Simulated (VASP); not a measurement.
Runs of VASP 6.6.1 on Hf. The structure is that of space group P6_3/mmc (No. 194), or close to it. The cells are those of the table. 

```csv
cell,gap on the mesh (eV),pressure (GPa)
"a = 2.343, b = 2.343, c = 4.072 Å, angles 90.0, 90.0, 120.0°, 2 atoms",none,387.3
"a = 2.461, b = 2.461, c = 4.295 Å, angles 90.0, 90.0, 120.0°, 2 atoms",none,235.2
"a = 2.933, b = 2.933, c = 4.717 Å, angles 90.0, 90.0, 120.0°, 2 atoms",none,(a)
"a = 2.606, b = 2.606, c = 4.442 Å, angles 90.0, 90.0, 120.0°, 2 atoms",none,142.0
```

Alike in all rows: task single point; level PBE; potentials or basis VASP PAW PBE potentials, release 64 (Hf_pv); no spin polarisation; k mesh 14 × 14 × 8; cutoff (eV) 520; smearing fermi-dirac 0.05 eV.

Task: Fill in the values left out.

Result: (a) 39.8.

Caveats: spin-orbit coupling is left out, which moves the levels of the heavy elements.

A k mesh can miss the band edges, and the runs leave out spin-orbit coupling on Hf.

A gap of «none» marks levels without a gap at the run's occupations.
